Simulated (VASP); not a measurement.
# AlN (P6_3mc) in VASP: settings compared, part 2 of 2

VASP 6.6.1. The steps go on from the part before.

## (4) Relaxation of cell and atoms, LDA

This run uses another cell than the first one, of 10.65 Å³/atom.

INCAR reads:

```
ALGO = Normal
EDIFF = 1E-6
EDIFFG = -0.005
ENCUT = 600
IBRION = 2
ISIF = 3
ISMEAR = -1
LASPH = True
LCHARG = False
LREAL = False
LWAVE = False
NELM = 60
NSW = 80
PREC = Accurate
SIGMA = 0.02
```

KPOINTS reads:

```
k-points
0
Gamma
  12 12 6
```

POSCAR reads:

```
AlN
1.0
    3.1302469296      0.0000000000      0.0000000000
   -1.5651234648      2.7108733611      0.0000000000
    0.0000000000      0.0000000000      5.0179926450
Al N
2 2
Direct
    0.3333333333      0.6666666667     -0.0007707944
    0.6666666667      0.3333333333      0.4992292056
    0.3333333333      0.6666666667      0.3807707944
    0.6666666667      0.3333333333      0.8807707944
```

Potentials or basis: VASP PAW LDA potentials, release 64 (Al, N).

The run is started by

```
$ cat potpaw_LDA.64/Al/POTCAR potpaw_LDA.64/N/POTCAR > POTCAR
$ mpirun -np 1 vasp_std > vasp.out
```

OUTCAR:

```text
EDIFF = 1E-6
   EDIFFG = -0.005
   ENCUT = 600
   IBRION = 2
   ISIF = 3
   ISMEAR = -1
   LASPH = True
   LREAL = False
   NELM = 60
   NSW = 80
   PREC = Accurate

 ion  position               nearest neighbor table
   1  0.333  0.667  0.999-   4 1.90   4 1.90   4 1.90   3 1.91   2 3.09   2 3.09   2 3.09   2 3.09
                             2 3.09   2 3.09
   2  0.667  0.333  0.499-   3 1.90   3 1.90   3 1.90   4 1.91   1 3.09   1 3.09   1 3.09   1 3.09
                             1 3.09   1 3.09
   3  0.333  0.667  0.381-   2 1.90   2 1.90   2 1.90   1 1.91
   4  0.667  0.333  0.881-   1 1.90   1 1.90   1 1.90   2 1.91

  LATTYP: Found a hexagonal cell.
 ALAT       =     3.1302469296
 C/A-ratio  =     1.6030660705

  Lattice vectors:

 A1 = (   3.1302469296,   0.0000000000,   0.0000000000)
 A2 = (  -1.5651234648,   2.7108733611,   0.0000000000)
 A3 = (   0.0000000000,   0.0000000000,   5.0179926450)

Analysis of symmetry for initial positions (statically):
=====================================================================
 Subroutine PRICEL returns:
 Original cell was already a primitive cell.

 Routine SETGRP: Setting up the symmetry group for a
 hexagonal supercell.

 Subroutine GETGRP returns: Found 12 space group operations
 (whereof  6 operations were pure point group operations)
 out of a pool of 24 trial point group operations.

The static configuration has the point symmetry C_3v.
 The point group associated with its full space group is C_6v.

Analysis of symmetry for dynamics (positions and initial velocities):
=====================================================================
 Subroutine PRICEL returns:
 Original cell was already a primitive cell.

 Routine SETGRP: Setting up the symmetry group for a
 hexagonal supercell.

 Subroutine GETGRP returns: Found 12 space group operations
 (whereof  6 operations were pure point group operations)
 out of a pool of 24 trial point group operations.

The dynamic configuration has the point symmetry C_3v.
 The point group associated with its full space group is C_6v.

 Subroutine INISYM returns: Found 12 space group operations
 (whereof  6 operations are pure point group operations),
 and found     1 'primitive' translations
[... 144 lines left out ...]
  ext. energy  EPLUGINS =         0.00000000
  ---------------------------------------------------
  free energy    TOTEN  =       -32.80395953 eV

  energy without entropy =      -32.80395953  energy(sigma->0) =      -32.80395953

------------------------ aborting loop because EDIFF is reached ----------------------------------------

  FORCE on cell =-STRESS in cart. coord.  units (eV):
  Direction    XX          YY          ZZ          XY          YZ          ZX
  --------------------------------------------------------------------------------------
  -------------------------------------------------------------------------------------
  Total       -2.0653687     -2.0653687     -2.0167049      0.0000000      0.0000000      0.0000000
  in kB      -77.7124019    -77.7124019    -75.8813566      0.0000000      0.0000000      0.0000000
  external PRESSURE =     -77.1020535 kB  Pullay stress =       0.0000000 kB
[... 215 lines left out ...]
--------------------------------------- Ionic step        7  -------------------------------------------

 number of electron      15.9999999 magnetization

 Free energy of the ion-electron system (eV)
  ---------------------------------------------------
  ext. energy  EPLUGINS =         0.00000000
  ---------------------------------------------------
  free energy    TOTEN  =       -32.84446521 eV

  energy without entropy =      -32.84446521  energy(sigma->0) =      -32.84446521

 E-fermi :   6.4728     XC(G=0): -11.3323

 val. band max:        6.0884722760   @ k =   0.0000   0.0000   0.0000
 cond. band min:      10.4910745653   @ k =   0.0000   0.0000   0.0000
 fundamental gap:      4.4026022894
 Fermi energy:         6.4728447933

 k-point     1 :       0.0000    0.0000    0.0000
  band No.  band energies     occupation
      1      -9.0681      2.00000
      2      -6.7830      2.00000
      3      -0.0535      2.00000
      4       5.2020      2.00000
      5       5.2020      2.00000
      6       5.8627      2.00000
      7       5.8627      2.00000
      8       6.0885      2.00000
      9      10.4911      0.00000
     10      12.7997      0.00000
     11      16.7241      0.00000
     12      17.1708      0.00000
[... 331 lines left out ...]
 k-point    24 :       0.3333   -0.0000    0.1667
  band No.  band energies     occupation
      1      -7.6733      2.00000
      2      -6.3483      2.00000
      3       1.0653      2.00000
      4       2.0780      2.00000
      5       2.6761      2.00000
      6       4.2696      2.00000
      7       5.2752      2.00000
      8       5.4133      2.00000
      9      11.9106      0.00000
     10      12.6794      0.00000
     11      14.6305      0.00000
     12      16.2490      0.00000

 [... further k-points ...]

------------------------ aborting loop because EDIFF is reached ----------------------------------------

  FORCE on cell =-STRESS in cart. coord.  units (eV):
  Direction    XX          YY          ZZ          XY          YZ          ZX
  --------------------------------------------------------------------------------------
  -------------------------------------------------------------------------------------
  Total       -0.0011327     -0.0011327     -0.0069191      0.0000000      0.0000000      0.0000000
  in kB       -0.0443255     -0.0443255     -0.2707522      0.0000000      0.0000000      0.0000000
  external PRESSURE =      -0.1198011 kB  Pullay stress =       0.0000000 kB
[... 19 lines left out ...]
  FREE ENERGIE OF THE ION-ELECTRON SYSTEM (eV)
  ---------------------------------------------------
  free  energy   TOTEN  =       -32.8444652130 eV

  energy  without entropy=      -32.8444652130  energy(sigma->0) =      -32.84446521

 reached required accuracy - stopping structural energy minimisation
```

OSZICAR:

```text
N       E                     dE             d eps       ncg     rms          rms(c)
DAV:   1     0.557594887823E+02    0.55759E+02   -0.81868E+03  1824   0.133E+03
DAV:   2    -0.334258872801E+02   -0.89185E+02   -0.81465E+02  2744   0.224E+02
DAV:   3    -0.377332522330E+02   -0.43074E+01   -0.42785E+01  2380   0.528E+01
[... 43 lines left out ...]
       N       E                     dE             d eps       ncg     rms          rms(c)
DAV:   1    -0.328444797250E+02   -0.44575E-04   -0.52105E-03  1824   0.683E-01    0.263E-02
DAV:   2    -0.328444693484E+02    0.10377E-04   -0.81278E-05  2264   0.792E-02    0.113E-02
DAV:   3    -0.328444659004E+02    0.34479E-05   -0.48527E-06  2088   0.192E-02    0.432E-03
DAV:   4    -0.328444652130E+02    0.68741E-06   -0.10358E-06   976   0.902E-03
   7 F= -.32844465E+02 E0= -.32844465E+02  d E =-.300686E-04
```

CONTCAR:

```text
AlN
   1.00000000000000
     3.0911354207143957    0.0000000000000000    0.0000000000000000
    -1.5455677103571979    2.6770018008266723   -0.0000000000000000
    -0.0000000000000000    0.0000000000000000    4.9479171867822451
  Al              N
     2     2
Direct
     0.3333333332999970    0.6666666667000030    0.9990374423199764
     0.6666666667000030    0.3333333332999970    0.4990374423199764
     0.3333333332999970    0.6666666667000030    0.3809625576800261
     0.6666666667000030    0.3333333332999970    0.8809625576800262

  0.00000000E+00  0.00000000E+00  0.00000000E+00
  0.00000000E+00  0.00000000E+00  0.00000000E+00
  0.00000000E+00  0.00000000E+00  0.00000000E+00
  0.00000000E+00  0.00000000E+00  0.00000000E+00
```

Run time: 3 min. Hardware: 1 thread of Intel Xeon 8259CL, shared host; peak memory 0.18 GiB.

Results:

```yaml
Free_energy: -32.8445 eV
Relaxed_volume: 10.24 Å³/atom
Relaxed_cell: a = 3.091 Å, b = 3.091 Å, c = 4.948 Å, α = 90.00°, β = 90.00°, γ = 120.00°
Space_group_after_relaxing_to_0.1_Å: P6_3mc (No. 186)
Energy_gained_by_relaxing: 10.1 meV/atom
Ionic_steps: 7
Pressure_after_relaxing: 0.0 GPa
Band_gap_on_the_k_mesh: 4.40 eV
```

Step by step:
| step | energy change (eV) | largest force (eV/Å) | pressure (GPa) | volume (Å³) |
| --- | --- | --- | --- | --- |
| 1 | 0.0000 | 0.0074 | -7.71 | 42.58 |
| 2 | -0.0046 | 0.0231 | 8.15 | 39.50 |
| 3 | -0.0404 | 0.0081 | -0.06 | 40.96 |
| 4 | -0.0404 | 0.0084 | 0.10 | 40.93 |
| 5 | -0.0405 | 0.0139 | -0.10 | 40.96 |
| 6 | -0.0405 | 0.0138 | -0.10 | 40.96 |
| 7 | -0.0405 | 0.0010 | -0.01 | 40.94 |

Final structure:
```
Al N
1.0
     3.09114    0.00000    0.00000
    -1.54557    2.67700    0.00000
     0.00000    0.00000    4.94792
Al N
2 2
Direct
  0.33333 0.66667 0.99904
  0.66667 0.33333 0.49904
  0.33333 0.66667 0.38096
  0.66667 0.33333 0.88096
```

Levels at points of the mesh, in eV from the valence-band top:
```tsv
k point	band 5	band 6	band 7	band 8	band 9	band 10	band 11	band 12
(0.00, 0.00, 0.00)	-0.89	-0.23	-0.23	0.00	4.40	6.71	10.64	11.08
(0.50, 0.00, 0.00)	-3.43	-2.14	-1.84	-0.71	5.72	5.72	8.25	10.28
(0.00, 0.00, 0.50)	-0.57	-0.57	-0.57	-0.57	6.59	6.59	10.30	10.30
(0.50, 0.00, 0.50)	-1.51	-1.51	-1.40	-1.40	5.25	5.25	9.19	9.19
```

A k mesh can miss the band edges. Expect the measured gap to be larger: semilocal functionals such as LDA lack the derivative discontinuity.

## (5) Summary

```csv
task,level,potentials or basis,cell,cutoff (eV),smearing,gap on the mesh (eV),pressure (GPa),relaxed volume (Å³/atom)
single point,r2SCAN,"VASP PAW PBE potentials, release 64 (Al, N)","a = 3.107, b = 3.107, c = 4.979 Å, angles 90.0, 90.0, 120.0°, 4 atoms",520,gaussian 0.01 eV,4.92,-0.4,-
relaxation of cell and atoms,PBEsol,"VASP PAW PBE potentials, release 64 (Al, N)","relaxed from a = 3.130, b = 3.130, c = 5.018 Å, angles 90.0, 90.0, 120.0°, 4 atoms",600,fermi-dirac 0.02 eV,4.12,0.0,10.45
relaxation of cell and atoms,LDA,"VASP PAW LDA potentials, release 64 (Al, N)","relaxed from a = 3.130, b = 3.130, c = 5.018 Å, angles 90.0, 90.0, 120.0°, 4 atoms",600,fermi-dirac 0.02 eV,4.40,0.0,10.24
```

Alike in all rows: no spin polarisation; k mesh 12 × 12 × 6.

Caveats: the PAW data sets were made with another functional, which shifts forces and pressure a little (at least some runs).

Absolute energies hang on the potentials; compare differences alone.

## (6) Against experiment

Step 2. A measured gap of AlN is 6.034 eV (an exciton energy, a little under the gap; 10 K; quoted in “Self-assembly of well-separated AlN nanowires directly on sputtered metallic TiN films”, 2019, arxiv:1910.07391); the calculated 4.92 eV misses it by -1.11 eV. 2 values of this kind are on record (6.034 to 6.0343 eV); this one was drawn at random. The value is that of r2SCAN on a finite k mesh, which can miss the band edges, without temperature or zero-point motion.
